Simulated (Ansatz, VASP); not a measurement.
**Two plane-wave programs on KCl**

Contents of POSCAR:

```
KCl
1.0
   -0.0853265229      3.1224187657      3.1224187657
    3.1224187657     -0.0853265229      3.1224187657
    3.1224187657      3.1224187657     -0.0853265229
K Cl
1 1
Direct
    0.0000000000      0.0000000000      0.0000000000
    0.5000000000      0.5000000000      0.5000000000
```

INCAR.step1

```
SYSTEM = KCl
ALGO = Normal
EDIFF = 1E-4
ENCUT = 520
GGA = PE
ISMEAR = 0
LASPH = .True.
LCHARG = .False.
LREAL = .False.
LWAVE = .True.
NBANDS = 15
NELM = 60
PREC = Accurate
SIGMA = 0.01
```

File INCAR.step2:

```
SYSTEM = KCl
ALGO = Normal
EDIFF = 1E-7
ENCUT = 520
ISIF = 2
ISMEAR = 0
ISTART = 1
LASPH = .True.
LCHARG = .False.
LMIXTAU = .True.
LREAL = .False.
LWAVE = .False.
METAGGA = R2SCAN
NBANDS = 15
NELM = 60
PREC = Accurate
SIGMA = 0.01
```

KPOINTS

```
k-points
0
Gamma
  8 8 8
  0 0 0
```

Input for Ansatz:

```yaml
crystal:
  lattice:
    - [-0.0853265229, 3.1224187657, 3.1224187657]
    - [3.1224187657, -0.0853265229, 3.1224187657]
    - [3.1224187657, 3.1224187657, -0.0853265229]
  atoms:
    - { symbol: K, position: [0.0, 0.0, 0.0] }
    - { symbol: Cl, position: [0.5, 0.5, 0.5] }
kpoints:
  mp_grid: { grid: [8, 8, 8] }
  band_path:
    path:
      - [0.0, 0.0, 0.0]
      - [0.5, 0.0, 0.5]
      - [0.625, 0.25, 0.625]
      - [0.375, 0.375, 0.75]
      - [0.5, 0.5, 0.5]
      - [0.5, 0.25, 0.75]
    npoints: 1
hamiltonian:
  xc: r2scan
scf:
  occupations: { method: fixed }
  n_extra_bands: 4
output:
  forces: true
  stress: true
  eigenvalues: true
```

Change from the starting cell: epitaxial_111 strain +2.0%.

Alike in both runs: task single point; functional r2SCAN; k mesh 8 × 8 × 8; no spin polarisation.

```csv
,VASP,Ansatz
version,VASP 6.6.1,Ansatz 0.2.0
potentials or method,"VASP PAW PBE potentials, release 64 (K_sv, Cl)","plane waves, PAW"
plane-wave cutoff (eV),520,500
occupations,"gaussian, width 0.01 eV",fixed
valence electrons in the cell,16,16
```

```tsv
	VASP	Ansatz	Ansatz less VASP
gap on the k mesh at the Fermi level (eV)	5.71	5.71	-0.004
pressure (GPa)	-0.4	-0.3	+0.03
traceless stress, the component that is largest in VASP (GPa)	0.16	0.16	+0.001
```

VASP's potentials were made for PBE, not for r2SCAN.
